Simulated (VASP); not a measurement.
TiSi6: relaxation of the atoms with PBEsol

System: TiSi6, a slab with vacuum.

```
Si Ti
1.0
     3.84172    0.00000    0.00000
    -1.92086    3.32702    0.00000
     0.00000    0.00000   26.05768
Si Ti
6 1
Direct
  0.33333 0.66667 0.32620
  0.00000 0.00000 0.35629
  0.00000 0.00000 0.44658
  0.66667 0.33333 0.47592
  0.66667 0.33333 0.56848
  0.33333 0.66667 0.59435
  0.00000 0.00000 0.65422
```

```
Program                   : VASP 6.6.1
Task                      : relaxation of the atoms
Functional                : PBEsol
Potentials or basis       : VASP PAW PBE potentials, release 64 (Si, Ti_sv)
Cutoff                    : 520 eV
k mesh                    : 9 × 9 × 1
Occupations               : gaussian, width 0.05 eV
Spin                      : collinear spin
Starting moments          : [0.0, 0.0, 0.0, 0.0, 0.0, 0.0, 2.0] μB
Dipole correction         : yes
Atoms held fixed (from 0) : [0, 1, 2]
Further INCAR settings    : ALGO = Normal; EDIFF = 1e-07; IBRION = 2; EDIFFG = -0.03; NSW = 90
```

```
Energy gained by relaxing                             : 101.9 meV/atom
Ionic steps                                           : 20
Band gap on the k mesh                                : zero (filled and empty bands overlap)
Net moment                                            : 0.00 μB per cell
Valence electrons inside the program's atomic spheres : Si 1.65, 1.67, 1.69, 1.66, 1.78 (each value once); Ti 10.37
```

Step by step:
```csv
step,energy change (eV),largest force on free atoms (eV/Å),pressure (GPa)
1,0.0000,1.2780,-1.18
2,-0.1381,1.3047,-1.24
3,-0.4249,1.2972,-1.02
4,0.2683,2.7004,1.00
5,-0.4692,1.5988,-0.72
6,-0.5466,1.0152,-0.41
7,-0.5531,1.1378,-0.28
8,-0.6024,0.8266,-0.32
9,-0.6457,0.3250,-0.35
10,-0.6459,0.3329,-0.35
11,-0.6575,0.2899,-0.32
12,-0.6671,0.3061,-0.27
13,-0.6766,0.2714,-0.16
14,-0.6904,0.3185,0.19
15,-0.7007,0.2225,0.21
16,-0.7129,0.0754,0.32
17,-0.7129,0.0698,0.31
18,-0.7134,0.0518,0.36
19,-0.7134,0.0474,0.36
20,-0.7136,0.0177,0.38
```

Final structure:
```xyz
7
Lattice="3.8417 0.0000 0.0000 -1.9209 3.3270 0.0000 0.0000 0.0000 26.0577" Properties=species:S:1:pos:R:3 pbc="T T T"
Si    0.0000    2.2180    8.5000
Si    0.0000    0.0000    9.2842
Si    0.0000    0.0000   11.6367
Si    1.9209    1.1090   12.3978
Si    1.9209    1.1090   14.7550
Si    0.0000    2.2180   15.4753
Ti   -1.9209    3.3270   16.4073
```

Levels at points of the mesh, in eV from the Fermi level:
Spin up:
```tsv
k point	band 14	band 15	band 16	band 17	band 18	band 19	band 20	band 21	band 22	band 23
(0.00, 0.00, 0.00)	-1.16	-0.70	-0.70	-0.18	-0.15	-0.15	0.35	0.97	1.49	1.49
```
Spin down:
```
           k point  band 15  band 16  band 17  band 18  band 19  band 20  band 21  band 22
(0.00, 0.00, 0.00)    -0.70    -0.70    -0.18    -0.15    -0.15     0.35     0.97     1.49
```

Wall time 24 min on 4 MPI ranks on Intel(R) Xeon(R) 6975P-C (Granite Rapids), on a shared host, peak memory 0.69 GiB a rank.

Caveat: the PAW data sets were made with another functional, which shifts forces and pressure a little.
